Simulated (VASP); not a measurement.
# ScF3 (P4/mmm) in VASP: a series of runs

ScF3 is run at these levels: LDA; tasks: single point.

Program: VASP 6.6.1. These are calculated values, not measurements. Logs are shortened: lines on timing, memory, paths and dates and some standing lists are left out, and cuts for length are marked.

## 1. The cell of the first run

The structure is tetragonal, space group P4/mmm (No. 123). Conventional cell: a = 4.504 Å, b = 4.504 Å, c = 3.184 Å, α = 90.00°, β = 90.00°, γ = 90.00°. Sc (site symmetry 4/mmm) has 2 F at 1.59 Å within 2.1 Å. Within 3.0 Å of F (site symmetry mmm) lie 2 Sc at 2.25 Å and 4 F at 2.76 Å. F (site symmetry 4/mmm) has 2 Sc at 1.59 Å within 2.1 Å.

## 2. Single point, LDA

Contents of INCAR:

```
  ALGO = Normal
  EDIFF = 1E-7
  ENCUT = 520
  ISIF = 2
  ISMEAR = 0
  LASPH = T
  LCHARG = F
  LREAL = F
  LWAVE = F
  NBANDS = 24
  NELM = 60
  PREC = Accurate
  SIGMA = 0.05
```

Contents of KPOINTS:

```
k-points
0
Gamma
  6 6 6
```

Contents of POSCAR:

```
ScF3
1.0
    4.5040495781      0.0000000000      0.0000000000
    0.0000000000      4.5040495781      0.0000000000
    0.0000000000      0.0000000000      3.1843630517
Sc F
1 3
Direct
    0.0000000000      0.0000000000      0.0000000000
    0.5000000000      0.0000000000      0.0000000000
    0.0000000000      0.5000000000      0.0000000000
    0.0000000000      0.0000000000      0.5000000000
```

Potentials or basis: VASP PAW LDA potentials, release 64 (Sc_sv, F).

Started as:

```sh
$ cat potpaw_LDA.64/Sc_sv/POTCAR potpaw_LDA.64/F/POTCAR > POTCAR
$ mpirun -np 1 vasp_std > vasp.out
```

OUTCAR:

```text
EDIFF = 1E-7
   ENCUT = 520
   ISIF = 2
   ISMEAR = 0
   LASPH = T
   LREAL = F
   NELM = 60
   PREC = Accurate

 ion  position               nearest neighbor table
   1  0.000  0.000  0.000-   4 1.59   4 1.59   2 2.25   3 2.25   3 2.25   2 2.25
   2  0.500  0.000  0.000-   1 2.25   1 2.25
   3  0.000  0.500  0.000-   1 2.25   1 2.25
   4  0.000  0.000  0.500-   1 1.59   1 1.59

  LATTYP: Found a simple tetragonal cell.
 ALAT       =     4.5040495781
 C/A-ratio  =     0.7070000000

  Lattice vectors:

 A1 = (   4.5040495781,   0.0000000000,   0.0000000000)
 A2 = (   0.0000000000,   4.5040495781,   0.0000000000)
 A3 = (   0.0000000000,   0.0000000000,   3.1843630517)

Analysis of symmetry for initial positions (statically):
=====================================================================
 Subroutine PRICEL returns:
 Original cell was already a primitive cell.

 Routine SETGRP: Setting up the symmetry group for a
 simple tetragonal supercell.

 Subroutine GETGRP returns: Found 16 space group operations
 (whereof 16 operations were pure point group operations)
 out of a pool of 16 trial point group operations.

The static configuration has the point symmetry D_4h.

Analysis of symmetry for dynamics (positions and initial velocities):
=====================================================================
 Subroutine PRICEL returns:
 Original cell was already a primitive cell.

 Routine SETGRP: Setting up the symmetry group for a
 simple tetragonal supercell.

 Subroutine GETGRP returns: Found 16 space group operations
 (whereof 16 operations were pure point group operations)
 out of a pool of 16 trial point group operations.

The dynamic configuration has the point symmetry D_4h.

 Subroutine INISYM returns: Found 16 space group operations
 (whereof 16 operations are pure point group operations),
 and found     1 'primitive' translations

----------------------------------------------------------------------------------------

                                     Primitive cell

  volume of cell :      64.5995

  direct lattice vectors                    reciprocal lattice vectors
     4.504049578  0.000000000  0.000000000     0.222022423  0.000000000  0.000000000
[... 86 lines left out ...]
   LSORBIT =      F    spin-orbit coupling
   LASPH  =      T    aspherical Exc in radial PAW
   ENCUT  =  520.0 eV  38.22 Ry    6.18 a.u.   8.37  8.37  5.92*2*pi/ulx,y,z
   NELM   =     60;   NELMIN=  2; NELMDL= -5     # of ELM steps
   EDIFF  = 0.1E-06   stopping-criterion for ELM
   LREAL  =      F    real-space projection
   EDIFFG = 0.1E-05   stopping-criterion for IOM
   NSW    =      0    number of steps for IOM
   IBRION =     -1    ionic relax: 0-MD 1-quasi-New 2-CG
   NFREE  =      0    steps in history (QN), initial steepest desc. (CG)
   ISIF   =      2    stress and relaxation
   ISYM   =      2    0-nonsym 1-usesym 2-fastsym
   POTIM  = 0.5000    time-step for ionic-motion
   TEBEG  =    0.0;   TEEND  =   0.0 temperature during run
   PSTRESS=    0.0 pullay stress
   NELECT =      32.0000    total number of electrons
   NUPDOWN=      -1.0000    fix difference up-down
   EMIN   =  10.00;   EMAX   =-10.00  energy-range for DOS
   EFERMI =   0.00;   METHOD = LEGACY
   ISMEAR =     0;   SIGMA  =   0.05  broadening in eV -4-tet -1-fermi 0-gaus
   EFERMI_NEDOS =   21; number of points for ismear=-14 and -15
   IALGO  =     38    algorithm
   IMIX   =      4    mixing-type and parameters
     AMIX     =   0.40;   BMIX     =  1.00
     AMIX_MAG =   1.60;   BMIX_MAG =  1.00
  volume/ion in A,a.u.               =      16.15       108.98
  Fermi-wavevector in a.u.,A,eV,Ry     =   1.295334  2.447827 22.829091  1.677891
  Thomas-Fermi vector in A             =   2.426861
   LORBIT       =      0    0 simple, 1 ext, 2 COOP (PROOUT), +10 PAW based schemes
   GGA     = CA    functional components
   LHFCALC =     F    Hartree Fock is set to
   AEXX    =    0.0000 exact exchange contribution
   IVDW    =     0    specifies the selected vdW correction
   LEPSILON=     F    determine dielectric tensor
   LRPA    =     F    only Hartree local field effects (RPA)
 non-spin polarized calculation
 Gauss-broadening in eV      SIGMA  =   0.05
  energy-cutoff  :      520.00
  volume of cell :       64.60
 maximum number of plane-waves:      1767
 NGX is ok and might be reduce to    36

 number of electron      31.9999982 magnetization

 Free energy of the ion-electron system (eV)
  ---------------------------------------------------
  ext. energy  EPLUGINS =         0.00000000
  ---------------------------------------------------
  free energy    TOTEN  =       -23.78220794 eV

  energy without entropy =      -23.78220794  energy(sigma->0) =      -23.78220794

 E-fermi :  -2.7097     XC(G=0):  -8.8395

 val. band max:       -2.9601253329   @ k =   0.5000   0.5000   0.5000
 cond. band min:       1.9573227041   @ k =   0.0000   0.0000   0.0000
 fundamental gap:      4.9174480369
 Fermi energy:        -2.7096696912

 k-point     1 :       0.0000    0.0000    0.0000
  band No.  band energies     occupation
      1     -49.6021      2.00000
      2     -30.3258      2.00000
      3     -28.1671      2.00000
      4     -28.1671      2.00000
      5     -27.4603      2.00000
      6     -22.0248      2.00000
[... 637 lines left out ...]
     23       9.3093      0.00000
     24      11.7137      0.00000

 [... further k-points ...]

------------------------ aborting loop because EDIFF is reached ----------------------------------------

  FORCE on cell =-STRESS in cart. coord.  units (eV):
  Direction    XX          YY          ZZ          XY          YZ          ZX
  --------------------------------------------------------------------------------------
  -------------------------------------------------------------------------------------
  Total       -8.3080801     -8.3080801     53.4515900      0.0000000      0.0000000      0.0000000
  in kB     -206.0546195   -206.0546195   1325.6910068      0.0000000      0.0000000      0.0000000
  external PRESSURE =     304.5272560 kB  Pullay stress =       0.0000000 kB

 VOLUME and BASIS-vectors are now :
 -----------------------------------------------------------------------------
  energy-cutoff  :      520.00
  volume of cell :       64.60
      direct lattice vectors                 reciprocal lattice vectors
     4.504049578  0.000000000  0.000000000     0.222022423  0.000000000  0.000000000
     0.000000000  4.504049578  0.000000000     0.000000000  0.222022423  0.000000000
     0.000000000  0.000000000  3.184363052     0.000000000  0.000000000  0.314034544

 POSITION                                       TOTAL-FORCE (eV/Angst)
 -----------------------------------------------------------------------------------
      0.00000      0.00000      0.00000         0.000000      0.000000      0.000000
      2.25202      0.00000      0.00000         0.000000      0.000000      0.000000
      0.00000      2.25202      0.00000         0.000000      0.000000      0.000000
      0.00000      0.00000      1.59218         0.000000      0.000000      0.000000
 -----------------------------------------------------------------------------------
    total drift:                                0.000000      0.000000     -0.000000

  FREE ENERGIE OF THE ION-ELECTRON SYSTEM (eV)
  ---------------------------------------------------
  free  energy   TOTEN  =       -23.7822079353 eV

  energy  without entropy=      -23.7822079353  energy(sigma->0) =      -23.78220794
```

stdout:

```text
POSCAR found type information on POSCAR ScF
 POSCAR found :  2 types and       4 ions
 scaLAPACK will be used
 LDA part: xc-table for (Slater(with rela. corr.)+CA(PZ))
 , standard interpolation
 POSCAR, INCAR and KPOINTS ok, starting setup
 FFT: planning ... GRIDC
 FFT: planning ... GRID_SOFT
 FFT: planning ... GRID
 WAVECAR not read
 entering main loop
```

Wall time 29 s (1 thread of Intel Xeon 6975P-C (Granite Rapids), shared host); peak memory 0.18 GiB.

What came out:

| Quantity | Value |
| --- | --- |
| Free energy | -23.7822 eV |
| Pressure | 30.5 GPa |
| Band gap on the k mesh | 4.92 eV, indirect (least direct gap 4.99 eV) |

Stress tensor (GPa, compression positive):
```
-20.61   0.00   0.00
  0.00 -20.61   0.00
  0.00   0.00 132.57
```

Levels at points of the mesh, in eV from the valence-band top:
```csv
k point,band 13,band 14,band 15,band 16,band 17,band 18,band 19,band 20
"(0.00, 0.00, 0.00)",-0.46,-0.46,-0.23,-0.08,4.92,4.92,5.03,5.37
"(0.50, 0.00, 0.00)",-0.79,-0.69,-0.33,-0.15,4.92,5.30,5.54,5.98
"(0.50, 0.50, 0.00)",-1.56,-0.33,-0.33,-0.07,5.31,5.31,5.93,7.86
"(0.00, 0.00, 0.50)",-1.29,-0.85,-0.35,-0.35,5.37,6.18,8.01,8.01
"(0.50, 0.00, 0.50)",-1.06,-0.80,-0.62,-0.52,5.82,6.74,8.04,8.22
"(0.50, 0.50, 0.50)",-1.25,-0.79,-0.79,0.00,6.18,7.96,8.26,8.26
```

 A k mesh can miss the band edges.

## 3. Single point, LDA

This run uses another cell than the first one, of the same volume but with other edges.

Contents of INCAR:

```
SYSTEM = ScF3
PREC = Accurate ; ENCUT = 520
EDIFF = 1E-6 ; ISMEAR = 0
SIGMA = 0.05 ; LREAL = .False.
LASPH = .True. ; NELM = 60
ALGO = Normal ; ISIF = 2
LWAVE = .False. ; LCHARG = .False.
NBANDS = 24
```

Contents of KPOINTS:

```
Automatic mesh
0
Gamma
  6 6 6
  0 0 0
```

Contents of POSCAR:

```
ScF3
1.0
    3.5748665192      0.0000000000      0.0000000000
    0.0000000000      3.5748665192      0.0000000000
    0.0000000000      0.0000000000      5.0548612581
Sc F
1 3
Direct
    0.0000000000      0.0000000000      0.0000000000
    0.5000000000      0.0000000000      0.0000000000
    0.0000000000      0.5000000000      0.0000000000
    0.0000000000      0.0000000000      0.5000000000
```

Potentials or basis: VASP PAW LDA potentials, release 64 (Sc_sv, F).

Started as:

```sh
$ cat potpaw_LDA.64/Sc_sv/POTCAR potpaw_LDA.64/F/POTCAR > POTCAR
$ mpirun -np 1 vasp_std > vasp.out
```

Wall time 29 s (1 thread of Intel Xeon 6975P-C (Granite Rapids), shared host); peak memory 0.18 GiB.

The run converged. Its results:

- Free energy: -26.2502 eV
- Pressure: 20.5 GPa
- Band gap on the k mesh: 3.69 eV, indirect (least direct gap 3.74 eV)

Stress tensor (GPa, compression positive):
```
 44.07   0.00   0.00
  0.00  44.07   0.00
  0.00   0.00 -26.53
```

Levels at points of the mesh, in eV from the valence-band top:
```tsv
k point	band 13	band 14	band 15	band 16	band 17	band 18	band 19	band 20
(0.00, 0.00, 0.00)	-3.91	-1.05	-0.04	-0.04	3.69	3.82	3.89	3.89
(0.50, 0.00, 0.00)	-4.10	-1.05	-0.59	0.00	4.00	4.67	5.47	5.59
(0.50, 0.50, 0.00)	-3.57	-1.08	-0.47	-0.47	5.31	5.72	5.72	6.72
(0.00, 0.00, 0.50)	-3.91	-1.83	-0.14	-0.14	3.69	4.09	4.09	5.68
(0.50, 0.00, 0.50)	-4.09	-1.69	-0.49	-0.09	4.18	5.48	5.71	5.99
(0.50, 0.50, 0.50)	-3.57	-1.59	-0.38	-0.38	5.84	5.84	6.61	6.73
```

 A k mesh can miss the band edges.

## 4. Single point, LDA

This run uses another cell than the first one, of the same volume but with other edges.

Contents of INCAR:

```
PREC     = Accurate       # precision mode
ENCUT    = 520            # plane-wave cutoff, eV
EDIFF    = 1E-6           # SCF threshold, eV
ISMEAR   = 0              # smearing method
SIGMA    = 0.05           # smearing width, eV
LREAL    = F              # projectors in reciprocal space
LASPH    = T              # aspherical terms in the spheres
NELM     = 100            # most SCF steps
ALGO     = Normal         # electronic algorithm
ISIF     = 2              # what is computed and relaxed
LWAVE    = F              # write WAVECAR
LCHARG   = F              # write CHGCAR
NBANDS   = 24             # bands
```

Contents of KPOINTS:

```
regular mesh
0
Gamma
  6 6 6
```

Contents of POSCAR:

```
ScF3
1.0
    4.2358118245      0.0000000000      0.0000000000
    0.0000000000      4.2358118245      0.0000000000
    0.0000000000      0.0000000000      3.6004400508
Sc F
1 3
Direct
    0.0000000000      0.0000000000      0.0000000000
    0.5000000000      0.0000000000      0.0000000000
    0.0000000000      0.5000000000      0.0000000000
    0.0000000000      0.0000000000      0.5000000000
```

Started as:

```sh
$ cat potpaw_LDA.64/Sc_sv/POTCAR potpaw_LDA.64/F/POTCAR > POTCAR
$ mpirun -np 1 vasp_std > vasp.out
```

Run time: 26 s. Hardware: 1 thread of Intel Xeon 6975P-C (Granite Rapids), shared host; peak memory 0.18 GiB.

The run converged. Its results:

```
Free energy            : -28.5683 eV
Pressure               : 4.0 GPa
Band gap on the k mesh : 5.62 eV, indirect (least direct gap 6.00 eV)
```

Stress tensor (GPa, compression positive):
```
-12.84   0.00   0.00
  0.00 -12.84   0.00
  0.00   0.00  37.72
```

Levels at points of the mesh, in eV from the valence-band top:
| k point | band 13 | band 14 | band 15 | band 16 | band 17 | band 18 | band 19 | band 20 |
| --- | --- | --- | --- | --- | --- | --- | --- | --- |
| (0.00, 0.00, 0.00) | -0.58 | -0.49 | -0.49 | -0.38 | 5.62 | 5.62 | 5.69 | 6.63 |
| (0.50, 0.00, 0.00) | -0.94 | -0.80 | -0.78 | -0.48 | 5.64 | 6.27 | 6.37 | 7.23 |
| (0.50, 0.50, 0.00) | -1.90 | -0.79 | -0.79 | -0.02 | 6.29 | 6.29 | 6.89 | 8.98 |
| (0.00, 0.00, 0.50) | -1.21 | -0.71 | -0.45 | -0.45 | 5.81 | 7.05 | 7.30 | 7.30 |
| (0.50, 0.00, 0.50) | -0.94 | -0.87 | -0.74 | -0.49 | 6.47 | 7.33 | 7.69 | 7.70 |
| (0.50, 0.50, 0.50) | -1.76 | -0.48 | -0.48 | 0.00 | 6.99 | 7.74 | 7.74 | 9.32 |

## 5. Single point, LDA

This run uses another cell than the first one, of the same volume but with other edges.

Contents of INCAR:

```
PREC     = Accurate       # precision mode
ENCUT    = 520            # plane-wave cutoff, eV
EDIFF    = 1E-6           # SCF threshold, eV
ISMEAR   = 0              # smearing method
SIGMA    = 0.05           # smearing width, eV
LREAL    = False          # projectors in reciprocal space
LASPH    = True           # aspherical terms in the spheres
NELM     = 80             # most SCF steps
ALGO     = Normal         # electronic algorithm
ISIF     = 2              # what is computed and relaxed
LWAVE    = False          # write WAVECAR
LCHARG   = True           # write CHGCAR
LELF     = True           # ELF
LVHAR    = True         
NBANDS   = 24             # bands
```

Contents of KPOINTS:

```
Automatic mesh
0
Gamma
  6 6 6
```

Contents of POSCAR:

```
ScF3
1.0
    3.7758600141      0.0000000000      0.0000000000
    0.0000000000      3.7758600141      0.0000000000
    0.0000000000      0.0000000000      4.5310320169
Sc F
1 3
Direct
    0.0000000000      0.0000000000      0.0000000000
    0.5000000000      0.0000000000      0.0000000000
    0.0000000000      0.5000000000      0.0000000000
    0.0000000000      0.0000000000      0.5000000000
```

Started as:

```sh
$ cat potpaw_LDA.64/Sc_sv/POTCAR potpaw_LDA.64/F/POTCAR > POTCAR
$ mpirun -np 1 vasp_std > vasp.out
```

Wall time 32 s (1 thread of Intel Xeon 6975P-C (Granite Rapids), shared host); peak memory 0.18 GiB.

Results (log left out):

```
Free energy            : -28.6190 eV
Pressure               : 4.3 GPa
Band gap on the k mesh : 5.23 eV, indirect (least direct gap 5.25 eV)
```

Stress tensor (GPa, compression positive):
```
 16.89   0.00   0.00
  0.00  16.89   0.00
  0.00   0.00 -20.75
```

Levels at points of the mesh, in eV from the valence-band top:
```
           k point  band 13  band 14  band 15  band 16  band 17  band 18  band 19  band 20
(0.00, 0.00, 0.00)    -2.09    -0.76    -0.02    -0.02     5.23     5.32     5.32     5.90
(0.50, 0.00, 0.00)    -2.57    -0.85    -0.39     0.00     5.40     6.53     6.54     6.61
(0.50, 0.50, 0.00)    -1.51    -0.99    -0.34    -0.34     6.69     6.69     7.03     7.48
(0.00, 0.00, 0.50)    -2.09    -1.99    -0.24    -0.24     5.24     5.76     5.76     7.79
(0.50, 0.00, 0.50)    -2.55    -1.94    -0.20    -0.13     5.82     6.55     6.89     7.92
(0.50, 0.50, 0.50)    -1.90    -1.51    -0.09    -0.09     6.97     6.97     7.50     8.78
```

 A k mesh can miss the band edges.

## 6. Single point, LDA

This run uses another cell than the first one, of the same volume but with other edges.

Edit INCAR of step 5 so:

```diff
@@ -2,3 +2,3 @@
 ENCUT    = 520            # plane-wave cutoff, eV
-EDIFF    = 1E-6           # SCF threshold, eV
+EDIFF    = 1E-7           # SCF threshold, eV
 ISMEAR   = 0              # smearing method
@@ -7,3 +7,3 @@
 LASPH    = True           # aspherical terms in the spheres
-NELM     = 80             # most SCF steps
+NELM     = 100            # most SCF steps
 ALGO     = Normal         # electronic algorithm
```

Contents of KPOINTS:

```
regular mesh
0
Gamma
  6 6 6
```

Contents of POSCAR:

```
ScF3
1.0
    4.3589119803      0.0000000000      0.0000000000
    0.0000000000      4.3589119803      0.0000000000
    0.0000000000      0.0000000000      3.3999513446
Sc F
1 3
Direct
    0.0000000000      0.0000000000      0.0000000000
    0.5000000000      0.0000000000      0.0000000000
    0.0000000000      0.5000000000      0.0000000000
    0.0000000000      0.0000000000      0.5000000000
```

Potentials or basis: VASP PAW LDA potentials, release 64 (Sc_sv, F).

Started as:

```sh
$ cat potpaw_LDA.64/Sc_sv/POTCAR potpaw_LDA.64/F/POTCAR > POTCAR
$ mpirun -np 1 vasp_std > vasp.out
```

Run time: 26 s. Hardware: 1 thread of Intel Xeon 6975P-C (Granite Rapids), shared host; peak memory 0.18 GiB.

Results (log left out):

* Free energy: -26.9598 eV
* Pressure: 13.4 GPa
* Band gap on the k mesh: 5.31 eV, indirect (least direct gap 5.56 eV)

Stress tensor (GPa, compression positive):
```
-16.84   0.00   0.00
  0.00 -16.84   0.00
  0.00   0.00  73.80
```

Levels at points of the mesh, in eV from the valence-band top:
```tsv
k point	band 12	band 13	band 14	band 15	band 16	band 17	band 18	band 19	band 20	band 21
(0.00, 0.00, 0.00)	-1.38	-0.47	-0.47	-0.44	-0.25	5.31	5.31	5.41	6.07	6.49
(0.50, 0.00, 0.00)	-1.27	-0.85	-0.73	-0.59	-0.34	5.32	5.83	5.99	6.67	8.82
(0.50, 0.50, 0.00)	-2.33	-1.72	-0.58	-0.58	-0.04	5.84	5.84	6.45	8.61	9.02
(0.00, 0.00, 0.50)	-1.48	-1.23	-0.76	-0.40	-0.40	5.61	6.63	7.56	7.56	8.59
(0.50, 0.00, 0.50)	-1.37	-0.97	-0.75	-0.64	-0.63	6.16	7.23	7.58	7.86	10.58
(0.50, 0.50, 0.50)	-2.34	-1.51	-0.62	-0.62	0.00	6.60	7.89	7.89	8.66	11.13
```

 A k mesh can miss the band edges.

## 7. The runs side by side

```csv
cell,gap on the mesh (eV),pressure (GPa)
"a = 4.504, b = 4.504, c = 3.184 Å, 4 atoms",4.92,30.5
"a = 3.575, b = 3.575, c = 5.055 Å, 4 atoms",3.69,20.5
"a = 4.236, b = 4.236, c = 3.600 Å, 4 atoms",5.62,4.0
"a = 3.776, b = 3.776, c = 4.531 Å, 4 atoms",5.23,4.3
"a = 4.359, b = 4.359, c = 3.400 Å, 4 atoms",5.31,13.4
```

Alike in all rows: task single point; level LDA; potentials or basis VASP PAW LDA potentials, release 64 (Sc_sv, F); no spin polarisation; k mesh 6 × 6 × 6; cutoff (eV) 520; smearing gaussian 0.05 eV.

Absolute energies hang on the potentials; compare differences alone.
